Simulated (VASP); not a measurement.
Runs of VASP 6.6.1 on NiSb. The structure is that of space group P6_3/mmc (No. 194), or close to it. The cells are those of the table. 

```csv
task,cell,cutoff (eV),gap on the mesh (eV),pressure (GPa)
single point,"a = 3.924, b = 3.924, c = 5.087 Å, angles 90.0, 90.0, 120.0°, 4 atoms",520,none,(a)
relaxation of cell and atoms,"relaxed to 20 GPa from a = 3.803, b = 3.803, c = 4.931 Å, angles 90.0, 90.0, 120.0°, 4 atoms",600,none,20.0
relaxation of cell and atoms,"relaxed to 10 GPa from a = 3.877, b = 3.877, c = 5.026 Å, angles 90.0, 90.0, 120.0°, 4 atoms",600,none,10.0
single point,"a = 3.879, b = 3.879, c = 5.030 Å, angles 90.0, 90.0, 120.0°, 4 atoms",520,none,9.8
single point,"a = 3.954, b = 3.954, c = 5.127 Å, angles 90.0, 90.0, 120.0°, 4 atoms",520,none,1.8
single point,"a = 3.809, b = 3.809, c = 4.938 Å, angles 90.0, 90.0, 120.0°, 4 atoms",520,none,19.7
single point,"a = 4.001, b = 4.001, c = 5.190 Å, angles 90.0, 90.0, 120.0°, 4 atoms",520,none,(b)
```

Alike in all rows: level PBE; potentials or basis VASP PAW PBE potentials, release 64 (Ni, Sb); no spin polarisation; k mesh 12 × 12 × 8; smearing gaussian 0.1 eV.

Estimate the missing entries.

(a) 4.8; (b) -2.2.

Caveats: spin-orbit coupling is left out, which moves the levels of the heavy elements; the cell stands under pressure (at least some runs); the cell is relaxed towards a set pressure, so the run minimises the enthalpy, not the energy (at least some runs).

A k mesh can miss the band edges, and the runs leave out spin-orbit coupling on Sb.

A gap of «none» marks levels without a gap at the run's occupations.
